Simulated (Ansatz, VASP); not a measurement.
Ti: VASP beside Ansatz

The input INCAR:

```
ALGO = Normal
EDIFF = 1E-6
ENCUT = 520
GGA = RP
ISIF = 2
ISMEAR = -1
LASPH = T
LCHARG = F
LREAL = F
LWAVE = F
NBANDS = 19
NELM = 60
PREC = Accurate
SIGMA = 0.1
```

KPOINTS

```
k-points
0
Gamma
  20 20 11
```

POSCAR

```
Ti
1.0
    2.8438857970      0.0000000000      0.0000000000
   -1.4219428985      2.4628773456      0.0000000000
    0.0000000000      0.0000000000      4.5045095243
Ti
2
Direct
    0.3333333333      0.6666666667      0.2500000000
    0.6666666667      0.3333333333      0.7500000000
```

Input for Ansatz:

```yaml
crystal:
  lattice:
    - [2.8438857971, 0.0, 0.0]
    - [-1.4219428986, 2.4628773458, 0.0]
    - [0.0, 0.0, 4.5045095252]
  atoms:
    - { symbol: Ti, position: [0.3333333333, 0.6666666667, 0.25] }
    - { symbol: Ti, position: [0.6666666667, 0.3333333333, 0.75] }
hamiltonian:
  xc: rpbe
  pseudopotentials:
    kind: paw
    azcp:
      Ti: "pseudopotentials/Ti.paw.azcp"
basis:
  ecutwfc: 420
  fft_grid_basis: typed
kpoints:
  mp_grid: { grid: [20, 20, 11], shift: [0, 0, 0] }
magnetization:
  spin_polarized: false
scf:
  occupations: { method: fermi_dirac, width: 0.1 }
output:
  stress: true
```

Alike in both runs: task single point; functional RPBE; k mesh 20 × 20 × 11; occupations fermi-dirac, width 0.1 eV; no spin polarisation.

```csv
,VASP,Ansatz
version,VASP 6.6.1,Ansatz 0.2.0
potentials or method,"VASP PAW PBE potentials, release 64 (Ti_sv), cutoff 520 eV","plane waves (420 eV) with PAW, scalar-relativistic"
valence electrons in the cell,24,24
```

Ansatz gave:

```
pressure (GPa)                                                : 16.7
traceless stress, the component that is largest in VASP (GPa) : 0.20
```

**Question.** Which values does VASP return?

**Answer.** Pressure (GPa): 16.3; traceless stress, the component that is largest in VASP (GPa): 0.20.

VASP's potentials were made for PBE, not for RPBE.
